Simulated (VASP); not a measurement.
# AlPt (an interface model) in VASP: further runs

Runs on AlPt (an interface model). Level: r2SCAN. Tasks: single point.

Program: VASP 6.6.1. These are calculated values, not measurements. Logs are shortened: lines on timing, memory, paths and dates and some standing lists are left out, and cuts for length are marked.

## Step 1: The cell of the first run

The cell holds layers of an interface, 8 atoms: a = 2.823 Å, b = 2.823 Å, c = 22.052 Å, α = 90.00°, β = 59.20°, γ = 120.00°.

## Step 2: Single point, r2SCAN

File POSCAR:

```
AlPt
1.0
    2.8227735354     -0.0000000031     -0.0001739517
   -1.4113867703      2.4445935954      0.0000000000
   11.2915765978      6.5191947882     17.7842915117
Al Pt
4 4
Direct
    0.5403324052      0.2701662026      0.0235673158
    0.5187749570      0.2593874785      0.1527683050
    0.4914386468      0.2457193235      0.2827548397
    0.4698811986      0.2349405994      0.4119558289
    0.5570743041      0.2785371521      0.5207431679
    0.5153081758      0.2576540880      0.6533848841
    0.4949054280      0.2474527140      0.7821382606
    0.4531392997      0.2265696499      0.9147799768
```

File INCAR.step1:

```
ALGO = Normal
EDIFF = 1E-5
ENCUT = 440
GGA = PE
GGA_COMPAT = False
ISMEAR = 0
LASPH = True
LCHARG = False
LREAL = False
LWAVE = True
NBANDS = 36
NELM = 120
PREC = Accurate
SIGMA = 0.1
```

File INCAR.step2:

```
ALGO = Normal
EDIFF = 1E-6
ENCUT = 440
GGA_COMPAT = False
ISIF = 2
ISMEAR = 0
ISTART = 1
LASPH = True
LCHARG = False
LMIXTAU = True
LREAL = False
LWAVE = False
METAGGA = R2SCAN
NBANDS = 36
NELM = 120
PREC = Accurate
SIGMA = 0.1
```

File KPOINTS:

```
k-points
0
Gamma
  12 12 2
```

Potentials or basis: VASP PAW PBE potentials, release 64 (Al, Pt).

Command:

```sh
cat potpaw_PBE.64/Al/POTCAR potpaw_PBE.64/Pt/POTCAR > POTCAR
cp INCAR.step1 INCAR
mpirun -np 1 vasp_std > vasp.out
cp INCAR.step2 INCAR
mpirun -np 1 vasp_std > vasp.out
```

OUTCAR:

```text
EDIFF = 1E-6
   ENCUT = 440
   ISIF = 2
   ISMEAR = 0
   ISTART = 1
   LASPH = True
   LREAL = False
   METAGGA = R2SCAN
   NELM = 120
   PREC = Accurate

 ion  position               nearest neighbor table
   1  0.540  0.270  0.024-   8 2.53   8 2.53   8 2.53   2 2.82   2 2.82   2 2.82
   2  0.519  0.259  0.153-   1 2.82   1 2.82   1 2.82   3 2.83   3 2.83   3 2.83
   3  0.491  0.246  0.283-   4 2.82   4 2.82   4 2.82   2 2.83   2 2.83   2 2.83
   4  0.470  0.235  0.412-   5 2.53   5 2.53   5 2.53   3 2.82   3 2.82   3 2.82
   5  0.557  0.279  0.521-   4 2.53   4 2.53   4 2.53   6 2.87   6 2.87   6 2.87
   6  0.515  0.258  0.653-   7 2.81   7 2.81   7 2.81   5 2.87   5 2.87   5 2.87
   7  0.495  0.247  0.782-   6 2.81   6 2.81   6 2.81   8 2.87   8 2.87   8 2.87
   8  0.453  0.227  0.915-   1 2.53   1 2.53   1 2.53   7 2.87   7 2.87   7 2.87

  LATTYP: Found a base centered monoclinic cell.
 ALAT       =     4.8891871909
 B/A-ratio  =     0.5773502692
 C/A-ratio  =     3.6529174156
 COS(beta)  =    -0.0912909321

  Lattice vectors:

 A1 = (   2.8227735354,  -0.0000000031,  -0.0001739517)
 A2 = (   1.4113867651,   2.4445935923,  -0.0001739517)
 A3 = (  -1.4109043037,  -0.8145859794,  17.7853352219)

Analysis of symmetry for initial positions (statically):
=====================================================================
 Subroutine PRICEL returns:
 Original cell was already a primitive cell.

 Routine SETGRP: Setting up the symmetry group for a
 base centered monoclinic supercell.

 Subroutine GETGRP returns: Found  4 space group operations
 (whereof  2 operations were pure point group operations)
 out of a pool of  4 trial point group operations.

The static configuration has the point symmetry C_1h.
 The point group associated with its full space group is C_2h.

Analysis of symmetry for dynamics (positions and initial velocities):
=====================================================================
 Subroutine PRICEL returns:
 Original cell was already a primitive cell.

 Routine SETGRP: Setting up the symmetry group for a
 base centered monoclinic supercell.

 Subroutine GETGRP returns: Found  4 space group operations
 (whereof  2 operations were pure point group operations)
 out of a pool of  4 trial point group operations.

The dynamic configuration has the point symmetry C_1h.
[... 137 lines left out ...]
   NSW    =      0    number of steps for IOM
   IBRION =     -1    ionic relax: 0-MD 1-quasi-New 2-CG
   NFREE  =      0    steps in history (QN), initial steepest desc. (CG)
   ISIF   =      2    stress and relaxation
   ISYM   =      2    0-nonsym 1-usesym 2-fastsym
   POTIM  = 0.5000    time-step for ionic-motion
   TEBEG  =    0.0;   TEEND  =   0.0 temperature during run
   PSTRESS=    0.0 pullay stress
   NELECT =      52.0000    total number of electrons
   NUPDOWN=      -1.0000    fix difference up-down
   EMIN   =  10.00;   EMAX   =-10.00  energy-range for DOS
   EFERMI =   0.00;   METHOD = LEGACY
   ISMEAR =     0;   SIGMA  =   0.10  broadening in eV -4-tet -1-fermi 0-gaus
   EFERMI_NEDOS =   21; number of points for ismear=-14 and -15
   IALGO  =     38    algorithm
   IMIX   =      4    mixing-type and parameters
     AMIX     =   0.40;   BMIX     =  1.00
     AMIX_MAG =   1.60;   BMIX_MAG =  1.00
  volume/ion in A,a.u.               =      15.34       103.53
  Fermi-wavevector in a.u.,A,eV,Ry     =   1.229595  2.323597 20.570690  1.511903
  Thomas-Fermi vector in A             =   2.364476
   LORBIT       =      0    0 simple, 1 ext, 2 COOP (PROOUT), +10 PAW based schemes
   METAGGA = R2SCAN    functional components
   LHFCALC =     F    Hartree Fock is set to
   AEXX    =    0.0000 exact exchange contribution
   IVDW    =     0    specifies the selected vdW correction
   LEPSILON=     F    determine dielectric tensor
   LRPA    =     F    only Hartree local field effects (RPA)
 non-spin polarized calculation
 Gauss-broadening in eV      SIGMA  =   0.10
  energy-cutoff  :      440.00
  volume of cell :      122.73
 maximum number of plane-waves:      2599
   NGX =  9   NGY =  9   NGZ = 75

 number of electron      52.0000001 magnetization

 Free energy of the ion-electron system (eV)
  ---------------------------------------------------
  ext. energy  EPLUGINS =         0.00000000
  ---------------------------------------------------
  free energy    TOTEN  =      -234.99611989 eV

  energy without entropy =     -234.97093462  energy(sigma->0) =     -234.98352726

 E-fermi :   9.6866     XC(G=0): -12.8324

 val. band max:        9.6768366268   @ k =   0.0833   0.3333   0.0000
 cond. band min:       9.6896153831   @ k =   0.0833   0.2500   0.5000
 fundamental gap:      0.0127787563
 Fermi energy:         9.6866468539

 k-point     1 :       0.0000    0.0000    0.0000
  band No.  band energies     occupation
      1      -2.2635      2.00000
      2      -1.7206      2.00000
      3      -0.7617      2.00000
      4       0.6526      2.00000
      5       0.8063      2.00000
      6       2.2812      2.00000
[... 925 lines left out ...]
     35      14.4547      0.00000
     36      15.2100      0.00000

 [... further k-points ...]

------------------------ aborting loop because EDIFF is reached ----------------------------------------

  FORCE on cell =-STRESS in cart. coord.  units (eV):
  Direction    XX          YY          ZZ          XY          YZ          ZX
  --------------------------------------------------------------------------------------
  -------------------------------------------------------------------------------------
  Total        0.1146934      0.2474710      0.1196638     -0.1149888     -0.0052745     -0.0091357
  in kB        1.4972943      3.2306730      1.5621815     -1.5011500     -0.0688576     -0.1192638
  external PRESSURE =       2.0967162 kB  Pullay stress =       0.0000000 kB

 VOLUME and BASIS-vectors are now :
 -----------------------------------------------------------------------------
  energy-cutoff  :      440.00
  volume of cell :      122.73
      direct lattice vectors                 reciprocal lattice vectors
     2.822773535 -0.000000003 -0.000173952     0.354243025  0.204522306 -0.299887290
    -1.411386770  2.444593595  0.000000000    -0.000009240  0.409060615 -0.149943645
    11.291576598  6.519194788 17.784291512     0.000003465  0.000002000  0.056226464

 POSITION                                       TOTAL-FORCE (eV/Angst)
 -----------------------------------------------------------------------------------
      1.41004      0.81409      0.41903         0.000857      0.000495      0.034701
      2.82328      1.63002      2.71679         0.000331      0.000191     -0.003858
      4.23316      2.44402      5.02851        -0.000331     -0.000191      0.003858
      5.64641      3.25995      7.32626        -0.000857     -0.000495     -0.034701
      7.05938      4.07574      9.26095         0.002465      0.001423     -0.011191
      8.46869      4.88940     11.61990        -0.000108     -0.000063      0.018946
      9.87933      5.70383     13.90969         0.000108      0.000063     -0.018946
     11.28864      6.51750     16.26863        -0.002465     -0.001423      0.011191
 -----------------------------------------------------------------------------------
    total drift:                                0.000043      0.000025     -0.000087

  FREE ENERGIE OF THE ION-ELECTRON SYSTEM (eV)
  ---------------------------------------------------
  free  energy   TOTEN  =      -234.9961198910 eV

  energy  without entropy=     -234.9709346224  energy(sigma->0) =     -234.98352726
```

OSZICAR.step1:

```text
N       E                     dE             d eps       ncg     rms          rms(c)
DAV:   1     0.198154348418E+03    0.19815E+03   -0.21366E+04  6192   0.114E+03
DAV:   2    -0.371527153092E+02   -0.23531E+03   -0.22078E+03  7220   0.230E+02
DAV:   3    -0.464814967886E+02   -0.93288E+01   -0.90308E+01  7464   0.410E+01
DAV:   4    -0.466156996596E+02   -0.13420E+00   -0.13361E+00  7168   0.514E+00
DAV:   5    -0.466179070996E+02   -0.22074E-02   -0.22068E-02  7248   0.654E-01    0.232E+01
DAV:   6    -0.101916571939E+03   -0.55299E+02   -0.36560E+02  9456   0.103E+02    0.644E+01
DAV:   7    -0.548920183226E+02    0.47025E+02   -0.11250E+02  7848   0.334E+01    0.271E+01
DAV:   8    -0.424550062588E+02    0.12437E+02   -0.77593E+01  7612   0.443E+01    0.104E+01
DAV:   9    -0.416529942462E+02    0.80201E+00   -0.16444E+01  6968   0.166E+01    0.692E+00
DAV:  10    -0.412407658376E+02    0.41223E+00   -0.26985E+00  7136   0.101E+01    0.305E+00
DAV:  11    -0.412249090328E+02    0.15857E-01   -0.15389E-01  7016   0.198E+00    0.183E+00
DAV:  12    -0.412104040204E+02    0.14505E-01   -0.19530E-02  7228   0.969E-01    0.123E+00
DAV:  13    -0.412033853716E+02    0.70186E-02   -0.27934E-02  7112   0.933E-01    0.303E-01
DAV:  14    -0.412029291665E+02    0.45621E-03   -0.13990E-03  7236   0.233E-01    0.204E-01
DAV:  15    -0.412027696030E+02    0.15956E-03   -0.41290E-04  6996   0.140E-01    0.539E-02
DAV:  16    -0.412027575922E+02    0.12011E-04   -0.43129E-05  5832   0.378E-02    0.330E-02
DAV:  17    -0.412027519162E+02    0.56760E-05   -0.87519E-06  4208   0.163E-02
   1 F= -.41202752E+02 E0= -.41189306E+02  d E =-.268915E-01
```

Wall time 33 min (1 thread of Intel Xeon 8259CL, shared host); peak memory 0.41 GiB.

What came out:

| Quantity | Value |
| --- | --- |
| Free energy | -234.9961 eV |
| Pressure | 0.2 GPa |
| Largest force | 0.035 eV/Å |
| Band gap on the k mesh | zero (bands 26 and 27 overlap by 1.30 eV) |

Forces on the atoms (eV/Å):
```
Al   0.001  0.000  0.035
Al   0.000  0.000 -0.004
Al   0.000  0.000  0.004
Al  -0.001  0.000 -0.035
Pt   0.002  0.001 -0.011
Pt   0.000  0.000  0.019
Pt   0.000  0.000 -0.019
Pt  -0.002 -0.001  0.011
```

Levels at points of the mesh, in eV from the Fermi level:
```
           k point  band 24  band 25  band 26  band 27  band 28  band 29
(0.00, 0.00, 0.00)    -1.64    -1.35    -1.35    -0.79    -0.38    -0.38
(0.50, 0.00, 0.00)    -0.19    -0.18     0.18     0.35     0.39     1.70
(0.00, 0.50, 0.00)    -0.19    -0.18     0.18     0.35     0.40     1.70
(0.00, 0.00, 0.50)    -1.90    -1.35    -1.35    -0.38    -0.38    -0.13
(0.50, 0.00, 0.50)    -0.18     0.18     0.29     0.35     1.04     1.20
(0.00, 0.50, 0.50)    -0.18     0.18     0.28     0.35     1.04     1.19
```

Caveat: the PAW data sets were made with another functional, which shifts forces and pressure a little; spin-orbit coupling is left out, which moves the levels of the heavy elements.

## Step 3: Single point, r2SCAN

This run uses another cell than the first one, of 15.67 Å³/atom.

File POSCAR:

```
AlPt
1.0
    2.8227735407      0.0000000000      0.0000000000
   -1.4113867703      2.4445935954      0.0000000000
   11.2926964691      6.5198413463     18.1720648620
Al Pt
4 4
Direct
    0.5199004565      0.2599502283      0.0275147598
    0.5100380201      0.2550190101      0.1543459682
    0.5001755837      0.2500877919      0.2811771765
    0.4903131473      0.2451565737      0.4080083849
    0.4903131473      0.2451565737      0.5330083849
    0.5001755837      0.2500877919      0.6561771765
    0.5100380201      0.2550190101      0.7793459682
    0.5199004565      0.2599502283      0.9025147598
```

File INCAR.step1:

```
SYSTEM = AlPt
PREC = Accurate
ENCUT = 440
ISMEAR = 0
SIGMA = 0.1
LREAL = .False.
LASPH = .True.
NELM = 120
NBANDS = 36
GGA = PE
ALGO = Normal
EDIFF = 1E-5
LWAVE = .True.
LCHARG = .False.
GGA_COMPAT = .False.
```

File INCAR.step2:

```
SYSTEM = AlPt
PREC = Accurate
ENCUT = 440
EDIFF = 1E-6
ISMEAR = 0
SIGMA = 0.1
LREAL = .False.
LASPH = .True.
NELM = 120
ALGO = Normal
ISIF = 2
LWAVE = .False.
LCHARG = .False.
METAGGA = R2SCAN
LMIXTAU = .True.
NBANDS = 36
ISTART = 1
GGA_COMPAT = .False.
```

File KPOINTS:

```
regular mesh
0
Gamma
  12 12 2
  0 0 0
```

Potentials or basis: VASP PAW PBE potentials, release 64 (Al, Pt).

Command:

```sh
cat potpaw_PBE.64/Al/POTCAR potpaw_PBE.64/Pt/POTCAR > POTCAR
cp INCAR.step1 INCAR
mpirun -np 1 vasp_std > vasp.out
cp INCAR.step2 INCAR
mpirun -np 1 vasp_std > vasp.out
```

Wall time 36 min (1 thread of Intel Xeon 8259CL, shared host); peak memory 0.42 GiB.

It converged, with:

| Item | Value |
| --- | --- |
| Free energy | -234.3210 eV |
| Pressure | -3.1 GPa |
| Largest force | 2.016 eV/Å |
| Band gap on the k mesh | zero (bands 26 and 27 overlap by 1.58 eV) |

Forces on the atoms (eV/Å):
```
Al   0.000  0.000 -1.354
Al   0.001  0.000 -0.103
Al  -0.001  0.000  0.103
Al   0.000  0.000  1.354
Pt  -0.002 -0.001 -2.016
Pt  -0.001  0.000  0.314
Pt   0.001  0.000 -0.314
Pt   0.002  0.001  2.016
```

Stress tensor (GPa, compression positive):
```
-2.22 -0.08  0.01
-0.08 -2.13  0.00
 0.01  0.00 -5.02
```

Levels at points of the mesh, in eV from the Fermi level:
| k point | band 23 | band 24 | band 25 | band 26 | band 27 | band 28 | band 29 | band 30 |
| --- | --- | --- | --- | --- | --- | --- | --- | --- |
| (0.00, 0.00, 0.00) | -1.74 | -1.74 | -1.35 | -1.20 | -1.20 | -0.26 | -0.25 | 2.27 |
| (0.50, 0.00, 0.00) | -0.41 | -0.07 | -0.03 | 0.09 | 0.30 | 0.32 | 1.51 | 2.08 |
| (0.00, 0.50, 0.00) | -0.41 | -0.07 | -0.03 | 0.09 | 0.30 | 0.32 | 1.51 | 2.09 |
| (0.00, 0.00, 0.50) | -1.74 | -1.74 | -1.20 | -1.20 | -0.48 | -0.26 | -0.25 | 1.76 |
| (0.50, 0.00, 0.50) | -0.07 | -0.03 | 0.09 | 0.26 | 0.30 | 0.83 | 1.25 | 1.39 |
| (0.00, 0.50, 0.50) | -0.07 | -0.03 | 0.09 | 0.26 | 0.30 | 0.83 | 1.25 | 1.39 |

Caveat: the PAW data sets were made with another functional, which shifts forces and pressure a little; spin-orbit coupling is left out, which moves the levels of the heavy elements.
